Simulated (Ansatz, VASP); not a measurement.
**PtS2: VASP beside Ansatz**

```xyz
3
Lattice="3.3262 0.0000 0.0000 -1.6631 2.8806 0.0000 0.0000 0.0000 6.4966" Properties=species:S:1:pos:R:3 pbc="T T T"
Pt    0.0000    0.0000    0.0000
S     0.0000    1.9204    1.3776
S     1.6631    0.9602    5.1190
```

Alike in both runs: functional PBE; k mesh 9 × 9 × 4; occupations gaussian, width 0.05 eV; no spin polarisation.

Ansatz relaxed the structure, and its values are those at the end. VASP's run is a single point on that final structure, the one shown.

```csv
,VASP,Ansatz
version,VASP 6.6.1,Ansatz 0.2.0
potentials or method,"VASP PAW PBE potentials, release 64 (Pt, S), cutoff 520 eV","scalar-relativistic, plane waves, PAW"
valence electrons in the cell,22,30
```

```csv
,VASP,Ansatz,Ansatz less VASP
gap on the k mesh at the Fermi level (eV),1.27,1.27,+0.005
least direct gap on the mesh (eV),1.51,1.51,+0.002
pressure (GPa),9.0,9.5,+0.46
rms of the force components (eV/Å),0.024,0.002,-0.0225
```

With one functional, cell and mesh, what is left measures potentials, basis and numerics. VASP's potentials hold 22 valence electrons a cell and Ansatz's 30, so a difference there can come from the potentials and not from the codes. Ansatz's warnings: stress scf threshold loose.

Neither program's run includes spin-orbit coupling.
